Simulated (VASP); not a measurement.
Set up this calculation in VASP 6.6.1, as the native input.

```
Task                   : single point
Functional             : PBE
Potentials or basis    : VASP PAW PBE potentials, release 64 (Ag, Sr_sv)
Cutoff                 : 520 eV
k mesh                 : 5 × 5 × 5
Occupations            : fermi-dirac, width 0.05 eV
Spin                   : no spin polarisation
Dipole correction      : no
Further INCAR settings : ALGO = Fast; EDIFF = 1e-06; NBANDS = 28
```

The structure of Sr3Ag lies in POSCAR:

```
Sr3Ag
1.0
    5.3787848747      0.0000000000      0.0000000000
    0.0000000000      5.3787848747      0.0000000000
    0.0000000000      0.0000000000      5.3787848747
Ag Sr
1 3
Direct
    0.0000000000      0.0000000000      0.0000000000
    0.5000000000      0.5000000000      0.0000000000
    0.5000000000      0.0000000000      0.5000000000
    0.0000000000      0.5000000000      0.5000000000
```

One way to write it, as run:

INCAR

```
SYSTEM = Sr3Ag
PREC = Accurate
ENCUT = 520
EDIFF = 1E-6
ISMEAR = -1
SIGMA = 0.05
LREAL = .FALSE.
LASPH = .TRUE.
NELM = 100
ALGO = Fast
ISIF = 2
LWAVE = .FALSE.
LCHARG = .FALSE.
GGA = PE
NBANDS = 28
```

KPOINTS

```
Automatic mesh
0
G
  5 5 5
  0 0 0
```

Potentials or basis: VASP PAW PBE potentials, release 64 (Ag, Sr_sv).

Launch:

```console
$ cat potpaw_PBE.64/Ag/POTCAR potpaw_PBE.64/Sr_sv/POTCAR > POTCAR
$ mpirun -np 1 vasp_std > vasp.out
```

It gave:

- Pressure: 1.1 GPa
- Band gap on the k mesh: zero (an odd number of electrons rules out a gap without spin polarisation)

Run time: 34 s on 1 thread of AMD EPYC 9R45 96-Core Processor (Zen 5) (shared host), peak memory 0.22 GiB.
